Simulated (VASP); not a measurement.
A run of VASP 6.6.1:

File INCAR:

```
SYSTEM = Zr
ALGO     = Normal         ! electronic algorithm
EDIFF    = 1E-6           ! SCF threshold, eV
ENCUT    = 520            ! plane-wave cutoff, eV
GGA      = PS             ! functional
ISIF     = 2              ! what is computed and relaxed
ISMEAR   = -1             ! smearing method
LASPH    = .True.         ! aspherical terms in the spheres
LCHARG   = .False.        ! write CHGCAR
LREAL    = .False.        ! projectors in reciprocal space
LWAVE    = .False.        ! write WAVECAR
NBANDS   = 19             ! bands
NELM     = 60             ! most SCF steps
PREC     = Accurate       ! precision mode
SIGMA    = 0.05           ! smearing width, eV
```

File KPOINTS:

```
k-points
0
Gamma
  12 12 7
  0 0 0
```

Contents of POSCAR:

```
Zr
1.0
    3.1673600000      0.0000000000      0.0000000000
   -1.5836800000      2.7430142180      0.0000000000
    0.0000000000      0.0000000000      5.1470000000
Zr
2
Direct
    0.3333333333      0.6666666667      0.2500000000
    0.6666666667      0.3333333333      0.7500000000
```

Potentials or basis: VASP PAW PBE potentials, release 64 (Zr_sv).

Run with:

```console
$ cat potpaw_PBE.64/Zr_sv/POTCAR > POTCAR
$ mpirun -np 1 vasp_std > vasp.out
```

Hardware: 1 thread of AMD EPYC 7R13 (shared host).

Estimate the wall time of this run.

Run time: 98 s on 1 thread of AMD EPYC 7R13 (shared host), peak memory 0.16 GiB. Counts: scf iterations 12, k points 76.
